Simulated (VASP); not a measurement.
# ZnS (P6_3mc) in VASP: further runs

ZnS is run at these levels: PBE; tasks: single point, relaxation of cell and atoms.

All numbers are computed with VASP 6.6.1; they aren't measurements. Logs are shortened: lines on timing, memory, paths and dates and some standing lists are left out, and cuts for length are marked.

## (1) The cell of the first run

Symmetry: P6_3mc, No. 186, hexagonal system. The conventional cell has a = 3.827 Å, b = 3.827 Å, c = 6.277 Å, α = 90.00°, β = 90.00°, γ = 120.00°. Zn (site symmetry 3m) has 4 S at 2.35 Å within 3.1 Å. Within 3.1 Å of S (site symmetry 3m) lie 4 Zn at 2.35 Å.

## (2) Single point, PBE

File INCAR:

```
SYSTEM = ZnS
ALGO = Normal
EDIFF = 1E-7
ENCUT = 520
GGA = PE
ISIF = 2
ISMEAR = 0
LASPH = .TRUE.
LCHARG = .FALSE.
LREAL = .FALSE.
LWAVE = .FALSE.
NBANDS = 26
NELM = 100
PREC = Accurate
SIGMA = 0.01
```

File KPOINTS:

```
k-points
0
G
  12 12 4
  0 0 0
```

File POSCAR:

```
ZnS
1.0
    3.8267256723      0.0000000000      0.0000000000
   -1.9133628362      3.3140416456      0.0000000000
    0.0000000000      0.0000000000      6.2773639465
Zn S
2 2
Direct
    0.3333333333      0.6666666667      0.0053116415
    0.6666666667      0.3333333333      0.5053116415
    0.3333333333      0.6666666667      0.3796883585
    0.6666666667      0.3333333333      0.8796883585
```

Potentials or basis: VASP PAW PBE potentials, release 64 (Zn, S).

Launch:

```console
cat potpaw_PBE.64/Zn/POTCAR potpaw_PBE.64/S/POTCAR > POTCAR
mpirun -np 1 vasp_std > vasp.out
```

OUTCAR:

```text
SYSTEM = ZnS
   EDIFF = 1E-7
   ENCUT = 520
   GGA = PE
   ISIF = 2
   ISMEAR = 0
   LASPH = .TRUE.
   LREAL = .FALSE.
   NELM = 100
   PREC = Accurate

 ion  position               nearest neighbor table
   1  0.333  0.667  0.005-   4 2.35   4 2.35   4 2.35   3 2.35
   2  0.667  0.333  0.505-   3 2.35   3 2.35   3 2.35   4 2.35
   3  0.333  0.667  0.380-   2 2.35   2 2.35   2 2.35   1 2.35
   4  0.667  0.333  0.880-   1 2.35   1 2.35   1 2.35   2 2.35

  LATTYP: Found a hexagonal cell.
 ALAT       =     3.8267256723
 C/A-ratio  =     1.6404008241

  Lattice vectors:

 A1 = (   3.8267256723,   0.0000000000,   0.0000000000)
 A2 = (  -1.9133628362,   3.3140416456,   0.0000000000)
 A3 = (   0.0000000000,   0.0000000000,   6.2773639465)

Analysis of symmetry for initial positions (statically):
=====================================================================
 Subroutine PRICEL returns:
 Original cell was already a primitive cell.

 Routine SETGRP: Setting up the symmetry group for a
 hexagonal supercell.

 Subroutine GETGRP returns: Found 12 space group operations
 (whereof  6 operations were pure point group operations)
 out of a pool of 24 trial point group operations.

The static configuration has the point symmetry C_3v.
 The point group associated with its full space group is C_6v.

Analysis of symmetry for dynamics (positions and initial velocities):
=====================================================================
 Subroutine PRICEL returns:
 Original cell was already a primitive cell.

 Routine SETGRP: Setting up the symmetry group for a
 hexagonal supercell.

 Subroutine GETGRP returns: Found 12 space group operations
 (whereof  6 operations were pure point group operations)
 out of a pool of 24 trial point group operations.

The dynamic configuration has the point symmetry C_3v.
 The point group associated with its full space group is C_6v.

 Subroutine INISYM returns: Found 12 space group operations
 (whereof  6 operations are pure point group operations),
 and found     1 'primitive' translations

----------------------------------------------------------------------------------------

                                     Primitive cell

  volume of cell :      79.6091

  direct lattice vectors                    reciprocal lattice vectors
     3.826725672  0.000000000  0.000000000     0.261320012  0.150873179  0.000000000
    -1.913362836  3.314041646  0.000000000     0.000000000  0.301746359  0.000000000
     0.000000000  0.000000000  6.277363947     0.000000000  0.000000000  0.159302537

  length of vectors
     3.826725672  3.826725672  6.277363947     0.301746359  0.301746359  0.159302537

  position of ions in fractional coordinates (direct lattice)
     0.333333333  0.666666667  0.005311642
     0.666666667  0.333333333  0.505311642
     0.333333333  0.666666667  0.379688358
     0.666666667  0.333333333  0.879688358

  ion indices of the primitive-cell ions
   primitive index   ion index
                 1           1
                 2           2
                 3           3
                 4           4

----------------------------------------------------------------------------------------

 KPOINTS: k-points

Automatic generation of k-mesh.
 Grid dimensions read from file:
 generate k-points for:   12   12    4

 Generating k-lattice:

  Cartesian coordinates                     Fractional coordinates (reciprocal lattice)
     0.021776668  0.012572765  0.000000000     0.083333333 -0.000000000  0.000000000
     0.000000000  0.025145530  0.000000000     0.000000000  0.083333333  0.000000000
     0.000000000  0.000000000  0.039825634     0.000000000  0.000000000  0.250000000

  Length of vectors
     0.025145530  0.025145530  0.039825634

  Shift w.r.t. Gamma in fractional coordinates (k-lattice)
     0.000000000  0.000000000  0.000000000

 Subroutine IBZKPT returns following result:
 ===========================================

 Found     57 irreducible k-points:

 Following reciprocal coordinates:
            Coordinates               Weight
  0.000000  0.000000  0.000000      1.000000
  0.083333 -0.000000  0.000000      6.000000
  0.166667  0.000000  0.000000      6.000000
  0.250000  0.000000  0.000000      6.000000
  0.333333  0.000000  0.000000      6.000000
  0.416667 -0.000000  0.000000      6.000000
[... 16 lines left out ...]
  0.250000  0.000000  0.250000     12.000000
  0.333333  0.000000  0.250000     12.000000
 [... further k-points ...]
   k-points           NKPTS =     57   k-points in BZ     NKDIM =     57   number of bands    NBANDS=     26
   number of dos      NEDOS =    301   number of ions     NIONS =      4
   total plane-waves  NPLWV =  37632
   dimension x,y,z NGX =    28 NGY =   28 NGZ =   48
   dimension x,y,z NGXF=    56 NGYF=   56 NGZF=   96
   ions per type =               2   2
   NGX,Y,Z   is equivalent  to a cutoff of  12.16, 12.16, 12.71 a.u.
   NGXF,Y,Z  is equivalent  to a cutoff of  24.33, 24.33, 25.42 a.u.
 SYSTEM =  ZnS
   PREC   = accura    normal or accurate (medium, high low for compatibility)
   ISTART =      0    job   : 0-new  1-cont  2-samecut
   ICHARG =      2    charge: 1-file 2-atom 10-const
   ISPIN  =      1    spin polarized calculation?
   LNONCOLLINEAR =      F non collinear calculations
   LSORBIT =      F    spin-orbit coupling
   LASPH  =      T    aspherical Exc in radial PAW
   ENCUT  =  520.0 eV  38.22 Ry    6.18 a.u.   7.12  7.12 11.67*2*pi/ulx,y,z
   NELM   =    100;   NELMIN=  2; NELMDL= -5     # of ELM steps
   EDIFF  = 0.1E-06   stopping-criterion for ELM
   LREAL  =      F    real-space projection
   EDIFFG = 0.1E-05   stopping-criterion for IOM
   NSW    =      0    number of steps for IOM
   IBRION =     -1    ionic relax: 0-MD 1-quasi-New 2-CG
   NFREE  =      0    steps in history (QN), initial steepest desc. (CG)
   ISIF   =      2    stress and relaxation
   ISYM   =      2    0-nonsym 1-usesym 2-fastsym
   POTIM  = 0.5000    time-step for ionic-motion
   TEBEG  =    0.0;   TEEND  =   0.0 temperature during run
   PSTRESS=    0.0 pullay stress
   NELECT =      36.0000    total number of electrons
   NUPDOWN=      -1.0000    fix difference up-down
   EMIN   =  10.00;   EMAX   =-10.00  energy-range for DOS
   EFERMI =   0.00;   METHOD = LEGACY
   ISMEAR =     0;   SIGMA  =   0.01  broadening in eV -4-tet -1-fermi 0-gaus
   EFERMI_NEDOS =   21; number of points for ismear=-14 and -15
   IALGO  =     38    algorithm
   IMIX   =      4    mixing-type and parameters
     AMIX     =   0.40;   BMIX     =  1.00
     AMIX_MAG =   1.60;   BMIX_MAG =  1.00
  volume/ion in A,a.u.               =      19.90       134.31
  Fermi-wavevector in a.u.,A,eV,Ry     =   1.256574  2.374581 21.483309  1.578979
  Thomas-Fermi vector in A             =   2.390276
   LORBIT       =      0    0 simple, 1 ext, 2 COOP (PROOUT), +10 PAW based schemes
   GGA     = PE    functional components
   LHFCALC =     F    Hartree Fock is set to
   AEXX    =    0.0000 exact exchange contribution
   IVDW    =     0    specifies the selected vdW correction
   LEPSILON=     F    determine dielectric tensor
   LRPA    =     F    only Hartree local field effects (RPA)
 non-spin polarized calculation
 Gauss-broadening in eV      SIGMA  =   0.01
  energy-cutoff  :      520.00
  volume of cell :       79.61
 maximum number of plane-waves:      2172
   NGX = 15   NGY = 15   NGZ = 23

 number of electron      35.9999987 magnetization

 Free energy of the ion-electron system (eV)
  ---------------------------------------------------
  ext. energy  EPLUGINS =         0.00000000
  ---------------------------------------------------
  free energy    TOTEN  =       -13.68897573 eV

  energy without entropy =      -13.68897573  energy(sigma->0) =      -13.68897573

 E-fermi :   2.1334     XC(G=0):  -9.5824

 val. band max:        2.0434231481   @ k =   0.0000   0.0000   0.0000
 cond. band min:       4.1876598259   @ k =   0.0000   0.0000   0.0000
 fundamental gap:      2.1442366779
 Fermi energy:         2.1333807463

 k-point     1 :       0.0000    0.0000    0.0000
  band No.  band energies     occupation
      1     -11.0613      2.00000
      2     -10.1472      2.00000
      3      -4.2667      2.00000
      4      -4.2535      2.00000
      5      -4.2535      2.00000
      6      -4.1730      2.00000
[... 18 lines left out ...]
     25       9.7303      0.00000
     26      11.2402      0.00000

 k-point     2 :       0.0833   -0.0000    0.0000
  band No.  band energies     occupation
      1     -11.0149      2.00000
      2     -10.1211      2.00000
      3      -4.2627      2.00000
      4      -4.2511      2.00000
      5      -4.2442      2.00000
      6      -4.1682      2.00000
[... 18 lines left out ...]
     25       9.9414      0.00000
     26      10.9559      0.00000

 k-point     3 :       0.1667    0.0000    0.0000
  band No.  band energies     occupation
      1     -10.8823      2.00000
      2     -10.0504      2.00000
      3      -4.2652      2.00000
      4      -4.2303      2.00000
      5      -4.2201      2.00000
      6      -4.1490      2.00000
[... 18 lines left out ...]
     25      10.3174      0.00000
     26      10.5254      0.00000

 k-point     4 :       0.2500    0.0000    0.0000
  band No.  band energies     occupation
      1     -10.6832      2.00000
      2      -9.9579      2.00000
      3      -4.2640      2.00000
      4      -4.2039      2.00000
      5      -4.1912      2.00000
      6      -4.1027      2.00000
[... 18 lines left out ...]
     25      10.5335      0.00000
     26      10.8744      0.00000
[... 496 lines left out ...]
      1     -10.7743      2.00000
      2     -10.1883      2.00000
      3      -4.2772      2.00000
      4      -4.2219      2.00000
      5      -4.2088      2.00000
      6      -4.1682      2.00000
[... 18 lines left out ...]
     25      10.1540      0.00000
     26      10.4005      0.00000

 k-point    23 :       0.2500    0.0000    0.2500
  band No.  band energies     occupation
      1     -10.5861      2.00000
      2     -10.0741      2.00000
      3      -4.2763      2.00000
      4      -4.2094      2.00000
      5      -4.1758      2.00000
      6      -4.1175      2.00000
[... 18 lines left out ...]
     25      10.4826      0.00000
     26      10.9466      0.00000

 k-point    24 :       0.3333    0.0000    0.2500
  band No.  band energies     occupation
      1     -10.3726      2.00000
      2      -9.9650      2.00000
      3      -4.2667      2.00000
      4      -4.1909      2.00000
      5      -4.1476      2.00000
      6      -4.0394      2.00000
[... 18 lines left out ...]
     25      10.7985      0.00000
     26      11.7959      0.00000

 [... further k-points ...]
[... 5 lines left out ...]
  --------------------------------------------------------------------------------------
  -------------------------------------------------------------------------------------
  Total        0.5736107      0.5736107      0.5744231     -0.0000000      0.0000000      0.0000000
  in kB       11.5442365     11.5442365     11.5605865     -0.0000000      0.0000000      0.0000000
  external PRESSURE =      11.5496865 kB  Pullay stress =       0.0000000 kB

 VOLUME and BASIS-vectors are now :
 -----------------------------------------------------------------------------
  energy-cutoff  :      520.00
  volume of cell :       79.61
      direct lattice vectors                 reciprocal lattice vectors
     3.826725672  0.000000000  0.000000000     0.261320012  0.150873179  0.000000000
    -1.913362836  3.314041646  0.000000000     0.000000000  0.301746359  0.000000000
     0.000000000  0.000000000  6.277363947     0.000000000  0.000000000  0.159302537

 POSITION                                       TOTAL-FORCE (eV/Angst)
 -----------------------------------------------------------------------------------
     -0.00000      2.20936      0.03334        -0.000000      0.000000      0.000447
      1.91336      1.10468      3.17203         0.000000     -0.000000      0.000447
     -0.00000      2.20936      2.38344         0.000000     -0.000000     -0.000447
      1.91336      1.10468      5.52212        -0.000000      0.000000     -0.000447
 -----------------------------------------------------------------------------------
    total drift:                               -0.000000     -0.000000     -0.000310

  FREE ENERGIE OF THE ION-ELECTRON SYSTEM (eV)
  ---------------------------------------------------
  free  energy   TOTEN  =       -13.6889757324 eV

  energy  without entropy=      -13.6889757324  energy(sigma->0) =      -13.68897573
```

Run time: 64 s. Hardware: 1 thread of Intel Xeon Platinum 8559C (Emerald Rapids), shared host; peak memory 0.24 GiB.

What came out:

```yaml
Free_energy: -13.6890 eV
Pressure: 1.2 GPa
Band_gap_on_the_k_mesh: 2.14 eV
```

Levels at points of the mesh, in eV from the valence-band top:
```
           k point  band 14  band 15  band 16  band 17  band 18  band 19  band 20  band 21  band 22  band 23
(0.00, 0.00, 0.00)    -0.88    -0.88    -0.08     0.00     0.00     2.14     3.08     6.32     6.32     6.58
(0.50, 0.00, 0.00)    -4.07    -3.21    -2.19    -1.65    -0.87     3.68     4.22     5.13     6.92     7.34
(0.00, 0.00, 0.50)    -2.84    -0.46    -0.46    -0.46    -0.46     3.52     3.52     6.77     6.77     6.77
(0.50, 0.00, 0.50)    -4.80    -1.60    -1.60    -1.58    -1.58     3.54     3.54     5.23     5.23     8.80
```

## (3) Relaxation of cell and atoms, PBE, target pressure 1 GPa, at which the enthalpy is minimised

This run uses another cell than the first one, of 19.60 Å³/atom.

File INCAR:

```
ALGO = Normal ; EDIFF = 1E-7
EDIFFG = -0.01 ; ENCUT = 600
GGA = PE ; IBRION = 2
ISIF = 3 ; ISMEAR = 0
LASPH = True ; LCHARG = False
LREAL = False ; LWAVE = False
NELM = 80 ; NSW = 80
PREC = Accurate ; PSTRESS = 10.0
SIGMA = 0.01
```

File KPOINTS:

```
k-points
0
Gamma
  12 12 4
```

File POSCAR:

```
ZnS
1.0
    3.8110000000      0.0000000000      0.0000000000
   -1.9055000000      3.3004228138      0.0000000000
    0.0000000000      0.0000000000      6.2340000000
Zn S
2 2
Direct
    0.3333330000      0.6666670000      0.0000000000
    0.6666670000      0.3333330000      0.5000000000
    0.3333330000      0.6666670000      0.3850000000
    0.6666670000      0.3333330000      0.8850000000
```

Potentials or basis: VASP PAW PBE potentials, release 64 (Zn, S).

Launch:

```console
cat potpaw_PBE.64/Zn/POTCAR potpaw_PBE.64/S/POTCAR > POTCAR
mpirun -np 1 vasp_std > vasp.out
```

Run time: 7 min. Hardware: 1 thread of Intel Xeon Platinum 8559C (Emerald Rapids), shared host; peak memory 0.27 GiB.

Results (log left out):

| Quantity | Value |
| --- | --- |
| Free energy | -13.6900 eV |
| Relaxed volume | 19.95 Å³/atom |
| Relaxed cell | a = 3.829 Å, b = 3.829 Å, c = 6.284 Å, α = 90.00°, β = 90.00°, γ = 120.00° |
| Space group after relaxing (to 0.1 Å) | P6_3mc (No. 186) |
| Energy change on relaxing (the run minimises the enthalpy) | -8.9 meV/atom |
| Ionic steps | 9 |
| Pressure after relaxing | 1.0 GPa |
| Band gap on the k mesh | 2.13 eV |

Step by step:
```
step  energy change (eV)  largest force (eV/Å)  pressure (GPa)  volume (Å³)
   1              0.0000                0.3225            2.49        78.41
   2             -0.0335                0.0945            0.38        80.50
   3             -0.0324                0.1188            0.59        80.27
   4             -0.0334                0.0572            0.93        79.89
   5             -0.0325                0.0054            1.20        79.59
   6             -0.0351                0.0107            1.05        79.71
   7             -0.0356                0.0127            1.01        79.77
   8             -0.0356                0.0129            1.00        79.77
   9             -0.0358                0.0002            0.99        79.79
```

Final structure:
```cif
data_structure
_symmetry_space_group_name_H-M 'P 1'
_symmetry_Int_Tables_number 1
_cell_length_a 3.8292
_cell_length_b 3.8292
_cell_length_c 6.2835
_cell_angle_alpha 90.000
_cell_angle_beta 90.000
_cell_angle_gamma 120.000
_cell_volume 79.79
loop_
_atom_site_label
_atom_site_type_symbol
_atom_site_fract_x
_atom_site_fract_y
_atom_site_fract_z
_atom_site_occupancy
Zn1 Zn 0.33333 0.66667 0.00534 1
Zn2 Zn 0.66667 0.33333 0.50534 1
S1 S 0.33333 0.66667 0.37966 1
S2 S 0.66667 0.33333 0.87966 1
```

Levels at points of the mesh, in eV from the valence-band top:
```
           k point  band 15  band 16  band 17  band 18  band 19  band 20  band 21  band 22
(0.00, 0.00, 0.00)    -0.87    -0.08     0.00     0.00     2.13     3.08     6.32     6.32
(0.50, 0.00, 0.00)    -3.20    -2.18    -1.64    -0.86     3.68     4.21     5.13     6.92
(0.00, 0.00, 0.50)    -0.46    -0.46    -0.46    -0.46     3.52     3.52     6.78     6.78
(0.50, 0.00, 0.50)    -1.60    -1.60    -1.57    -1.57     3.54     3.54     5.24     5.24
```

Caveat: the cell is relaxed towards a set pressure, so the run minimises the enthalpy, not the energy.
